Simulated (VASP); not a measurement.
Set up this calculation in VASP 6.6.1, as the native input.

| Property | Result |
| --- | --- |
| Task | single point |
| Functional | PBE-based screened hybrid with 15 % exact exchange |
| Potentials or basis | VASP PAW PBE potentials, release 64 (Cd, F) |
| Cutoff | 520 eV |
| k mesh | 4 × 4 × 4 |
| Occupations | gaussian, width 0.01 eV |
| Spin | no spin polarisation |
| Dipole correction | no |
| Grid for exact exchange (PRECFOCK) | Normal |
| Share of exact exchange | 0.15 |
| Further INCAR settings | ALGO = Normal; EDIFF = 1e-06; NBANDS = 20 |
| Screening parameter | 0.5 1/Å |

Crystal: CdF2.

```
Cd F
1.0
     0.00000    2.69418    2.69418
     2.69418    0.00000    2.69418
     2.69418    2.69418    0.00000
Cd F
1 2
Direct
  0.00000 0.00000 0.00000
  0.25000 0.25000 0.25000
  0.75000 0.75000 0.75000
```

One way to write it, as run:

POSCAR

```
CdF2
1.0
    0.0000000000      2.6941776810      2.6941776810
    2.6941776810      0.0000000000      2.6941776810
    2.6941776810      2.6941776810      0.0000000000
Cd F
1 2
Direct
    0.0000000000      0.0000000000      0.0000000000
    0.2500000000      0.2500000000      0.2500000000
    0.7500000000      0.7500000000      0.7500000000
```

INCAR.step1

```
SYSTEM = CdF2
ALGO = Normal ; EDIFF = 1E-5
ENCUT = 520 ; GGA = PE
ISIF = 2 ; ISMEAR = 0
LASPH = .TRUE. ; LCHARG = .FALSE.
LREAL = .FALSE. ; LWAVE = .TRUE.
NBANDS = 20 ; NELM = 80
PREC = Accurate ; SIGMA = 0.01
```

INCAR.step2

```
SYSTEM = CdF2
AEXX = 0.15 ; ALGO = Normal
EDIFF = 1E-6 ; ENCUT = 520
GGA = PE ; HFSCREEN = 0.5
ISIF = 2 ; ISMEAR = 0
ISTART = 1 ; LASPH = .TRUE.
LCHARG = .FALSE. ; LHFCALC = .TRUE.
LREAL = .FALSE. ; LWAVE = .FALSE.
NBANDS = 20 ; NELM = 80
PREC = Accurate ; PRECFOCK = Normal
SIGMA = 0.01
```

KPOINTS

```
k-points
0
G
  4 4 4
  0 0 0
```

Potentials or basis: VASP PAW PBE potentials, release 64 (Cd, F).

Launch:

```bash
$ cat potpaw_PBE.64/Cd/POTCAR potpaw_PBE.64/F/POTCAR > POTCAR
$ cp INCAR.step1 INCAR
$ mpirun -np 1 vasp_std > vasp.out
$ cp INCAR.step2 INCAR
$ mpirun -np 1 vasp_std > vasp.out
```

It gave:

The pressure is 4.3 GPa. The band gap on the k mesh is 3.87 eV (least direct gap 4.41 eV).

Caveat: the k points lie up to 0.50 Å⁻¹ apart; the PAW data sets were made with another functional, which shifts forces and pressure a little.

Run time: 23 min on 1 thread of Oxide Virtual Turin-like Processor, with other jobs on the host, peak memory 0.23 GiB.
